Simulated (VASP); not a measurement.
The system is HgTe.

```
Hg Te
1.0
    -3.04560    3.04560    1.55941
     3.04560   -3.04560    1.55941
     3.04560    3.04560   -1.55941
Hg Te
1 1
Direct
  0.75000 0.25000 0.50000
  0.00000 0.00000 0.00000
```

- Program: VASP 6.6.1
- Task: relaxation of cell and atoms
- Functional: PBEsol
- Potentials or basis: VASP PAW PBE potentials, release 64 (Hg, Te)
- Cutoff: 600 eV
- k mesh: 10 × 10 × 10
- Occupations: fermi-dirac, width 0.05 eV
- Spin: no spin polarisation

At the start: pressure -3.2 GPa; volume 28.93 Å³/atom.

Task: Where does the relaxation end?

Result: Over 7 steps the energy falls by 52.0 meV/atom and the volume is 26.69 Å³/atom (-7.7 %); space group I-4m2 (No. 119, to 0.1 Å) before and after.

The path:
| step | energy change (eV) | largest force (eV/Å) | pressure (GPa) | volume (Å³) |
| --- | --- | --- | --- | --- |
| 1 | 0.0000 | 0.0000 | -3.18 | 57.86 |
| 2 | -0.0858 | 0.0000 | 0.35 | 53.15 |
| 3 | -0.0876 | 0.0000 | 1.06 | 52.48 |
| 4 | -0.1025 | 0.0000 | 0.68 | 52.78 |
| 5 | -0.1026 | 0.0000 | 0.70 | 52.76 |
| 6 | -0.1037 | 0.0000 | -0.27 | 53.65 |
| 7 | -0.1039 | 0.0000 | 0.00 | 53.38 |

Final structure:
```cif
data_structure
_symmetry_space_group_name_H-M 'P 1'
_symmetry_Int_Tables_number 1
_cell_length_a 4.3874
_cell_length_b 4.3874
_cell_length_c 4.3874
_cell_angle_alpha 97.632
_cell_angle_beta 97.632
_cell_angle_gamma 137.256
_cell_volume 53.38
loop_
_atom_site_label
_atom_site_type_symbol
_atom_site_fract_x
_atom_site_fract_y
_atom_site_fract_z
_atom_site_occupancy
Hg1 Hg 0.75000 0.25000 0.50000 1
Te1 Te 0.00000 0.00000 0.00000 1
```

Caveat: the PAW data sets were made with another functional, which shifts forces and pressure a little.
